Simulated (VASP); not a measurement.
**Li: relaxation of cell and atoms with PBE**

Crystal: Li.

```
CELL_PARAMETERS angstrom
3.04060 0.00000 0.00000
-1.52030 2.63324 0.00000
0.00000 0.00000 9.85854
ATOMIC_POSITIONS crystal
Li 0.00000 0.00000 0.00000
Li 0.00000 0.00000 0.50000
Li 0.33333 0.66667 0.25000
Li 0.66667 0.33333 0.75000
```

This isn't the form of Li at room conditions, which is bcc.

* Program: VASP 6.6.1
* Task: relaxation of cell and atoms
* Functional: PBE
* Potentials or basis: VASP PAW PBE potentials, release 64 (Li_sv)
* Cutoff: 600 eV
* k mesh: 18 × 18 × 4
* Occupations: gaussian, width 0.1 eV
* Spin: no spin polarisation
* Dipole correction: no
* Further INCAR settings: ALGO = Fast; EDIFF = 1e-06; IBRION = 2; EDIFFG = -0.01; NSW = 80; ISIF = 3

| Property | Result |
| --- | --- |
| Relaxed volume | 20.12 Å³/atom |
| Relaxed cell | a = 3.050 Å, b = 3.050 Å, c = 9.988 Å, α = 90.00°, β = 90.00°, γ = 120.00° |
| Space group after relaxing (to 0.1 Å) | P6_3/mmc (No. 194) |
| Energy gained by relaxing | 0.4 meV/atom |
| Ionic steps | 8 |
| Pressure after relaxing | 0.0 GPa |
| Band gap on the k mesh | zero (bands 6 and 7 overlap by 4.04 eV) |

Stress tensor (GPa, compression positive):
```
-0.06  0.00  0.00
 0.00 -0.06  0.00
 0.00  0.00  0.05
```

The path:
| step | energy change (eV) | largest force (eV/Å) | pressure (GPa) | volume (Å³) |
| --- | --- | --- | --- | --- |
| 1 | 0.0000 | 0.0000 | 0.26 | 78.93 |
| 2 | -0.0007 | 0.0000 | 0.18 | 79.31 |
| 3 | -0.0016 | 0.0000 | 0.02 | 80.34 |
| 4 | -0.0016 | 0.0000 | -0.06 | 80.71 |
| 5 | -0.0016 | 0.0000 | -0.05 | 80.60 |
| 6 | -0.0016 | 0.0000 | -0.03 | 80.48 |
| 7 | -0.0016 | 0.0000 | -0.05 | 80.52 |
| 8 | -0.0017 | 0.0000 | -0.03 | 80.47 |

Final structure:
```cif
data_structure
_symmetry_space_group_name_H-M 'P 1'
_symmetry_Int_Tables_number 1
_cell_length_a 3.0501
_cell_length_b 3.0501
_cell_length_c 9.9880
_cell_angle_alpha 90.000
_cell_angle_beta 90.000
_cell_angle_gamma 120.000
_cell_volume 80.47
loop_
_atom_site_label
_atom_site_type_symbol
_atom_site_fract_x
_atom_site_fract_y
_atom_site_fract_z
_atom_site_occupancy
Li1 Li 0.00000 0.00000 0.00000 1
Li2 Li 0.00000 0.00000 0.50000 1
Li3 Li 0.33333 0.66667 0.25000 1
Li4 Li 0.66667 0.33333 0.75000 1
```

Levels at points of the mesh, in eV from the Fermi level:
```csv
k point,band 4,band 5,band 6,band 7,band 8,band 9
"(0.00, 0.00, 0.00)",-46.50,-3.58,-2.46,-2.46,-0.04,2.92
"(0.50, 0.00, 0.00)",-46.49,-0.06,0.49,0.69,1.27,3.37
"(0.00, 0.00, 0.50)",-46.50,-3.30,-3.30,-1.13,-1.13,4.68
"(0.50, 0.00, 0.50)",-46.49,0.13,0.13,1.05,1.05,3.68
```

Run time: 11 min on 1 thread of Intel Xeon 8259CL, on a shared host, peak memory 0.25 GiB.

Caveat: the cutoff is under 1.25 times the usual one of these potentials, so pressure, stress and relaxed cells hold a basis-set (Pulay) error.
